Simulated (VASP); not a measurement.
Write the native input for VASP 6.6.1 that does the following.

```
Task                   : single point
Functional             : PBE
Potentials or basis    : VASP PAW PBE potentials, release 64 (Be, I)
Cutoff                 : 520 eV
k mesh                 : 14 × 14 × 10
Occupations            : gaussian, width 0.1 eV
Spin                   : no spin polarisation
Dipole correction      : no
Further INCAR settings : ALGO = Normal; EDIFF = 1e-06; NBANDS = 12
```

The structure of Be2I lies in POSCAR:

```
Be2I
1.0
    3.4177439965      0.0000000000      0.0000000000
    0.0000000000      3.4177439965      0.0000000000
    0.0000000000      0.0000000000      4.7557004984
Be I
2 1
Direct
    0.5000000000      0.0000000000      0.5657852728
    0.0000000000      0.5000000000      0.4342147272
    0.0000000000      0.0000000000      0.0000000000
```

The input as run:

INCAR

```
PREC = Accurate ; ENCUT = 520
EDIFF = 1E-6 ; ISMEAR = 0
SIGMA = 0.1 ; LREAL = F
LASPH = T ; NELM = 100
ALGO = Normal ; ISIF = 2
LWAVE = F ; LCHARG = T
GGA = PE ; LELF = T
LVHAR = T ; NBANDS = 12
```

KPOINTS

```
regular mesh
0
Gamma
  14 14 10
```

Potentials or basis: VASP PAW PBE potentials, release 64 (Be, I).

Run with:

```bash
$ cat potpaw_PBE.64/Be/POTCAR potpaw_PBE.64/I/POTCAR > POTCAR
$ mpirun -np 1 vasp_std > vasp.out
```

Results of the run:

```yaml
Pressure: 0.0 GPa
```

Caveat: an odd number of electrons without spin polarisation forces a metal; a magnetic or distorted state may lie lower.

Run time: 85 s on 1 thread of Intel(R) Xeon(R) Platinum 8259CL CPU @ 2.50GHz (Skylake/Cascade Lake), with other jobs on the host, peak memory 0.28 GiB.
